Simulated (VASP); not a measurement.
Set up this calculation in VASP 6.6.1, as the native input.

```
Task                   : single point
Functional             : PBEsol
Potentials or basis    : VASP PAW PBE potentials, release 64 (Sn_d, O)
Cutoff                 : 520 eV
k mesh                 : 12 × 12 × 12
Occupations            : gaussian, width 0.05 eV
Spin                   : no spin polarisation
Dipole correction      : no
Further INCAR settings : ALGO = Normal; EDIFF = 1e-06; NBANDS = 20
```

The structure of SnO2 lies in POSCAR:

```
SnO2
1.0
    1.6321500000      0.9423222419      4.2927333333
   -1.6321500000      0.9423222419      4.2927333333
    0.0000000000     -1.8846444837      4.2927333333
Sn O
1 2
Direct
    0.5000000000      0.5000000000      0.5000000000
    0.2414378084      0.2414378084      0.2414378084
    0.7585621916      0.7585621916      0.7585621916
```

One way to write it, as run:

INCAR

```
PREC = Accurate ; ENCUT = 520
EDIFF = 1E-6 ; ISMEAR = 0
SIGMA = 0.05 ; LREAL = False
LASPH = True ; NELM = 60
ALGO = Normal ; ISIF = 2
LWAVE = False ; LCHARG = False
GGA = PS ; NBANDS = 20
```

KPOINTS

```
Automatic mesh
0
Gamma
  12 12 12
```

Potentials or basis: VASP PAW PBE potentials, release 64 (Sn_d, O).

Run with:

```sh
$ cat potpaw_PBE.64/Sn_d/POTCAR potpaw_PBE.64/O/POTCAR > POTCAR
$ mpirun -np 1 vasp_std > vasp.out
```

It gave:

| Property | Result |
| --- | --- |
| Pressure | -3.0 GPa |
| Largest force | 0.059 eV/Å |
| Band gap on the k mesh | 1.42 eV (least direct gap 1.42 eV) |

Caveat: the cell stands under tension; the PAW data sets were made with another functional, which shifts forces and pressure a little; spin-orbit coupling is left out, which moves the levels of the heavy elements.

Wall time 75 s on 1 thread of Intel(R) Xeon(R) 6975P-C (Granite Rapids) (shared host), peak memory 0.3 GiB.
